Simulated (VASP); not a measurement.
**PbS (Galena): single point with PBE**

The system is PbS (Galena).

```
Pb S
1.0
     4.19420    0.00000    0.00000
     2.09710    3.63229    0.00000
     2.09710    1.21076    3.42455
Pb S
1 1
Direct
  0.00000 0.00000 0.00000
  0.50000 0.50000 0.50000
```

| Quantity | Value |
| --- | --- |
| Program | VASP 6.6.1 |
| Task | single point |
| Functional | PBE |
| Potentials or basis | VASP PAW PBE potentials, release 64 (Pb_d, S) |
| Cutoff | 520 eV |
| k mesh | 6 × 6 × 6 |
| Occupations | gaussian, width 0.01 eV |
| Spin | no spin polarisation |

- Pressure: 2.1 GPa
- Band gap on the k mesh: 0.37 eV, direct

Levels at points of the mesh, in eV from the valence-band top:
```csv
k point,band 8,band 9,band 10,band 11,band 12,band 13
"(0.00, 0.00, 0.00)",-2.17,-2.17,-2.17,5.21,5.21,5.21
"(0.50, 0.00, 0.00)",-1.78,-1.78,0.00,0.37,1.96,1.96
"(0.50, 0.50, 0.00)",-5.20,-3.44,-3.44,3.86,5.58,5.68
```

It took 8.8 s on 1 thread of Intel(R) Xeon(R) 6975P-C (Granite Rapids), on a shared host, peak memory 0.17 GiB.

Caveat: spin-orbit coupling is left out, which moves the levels of the heavy elements. A k mesh can miss the band edges.
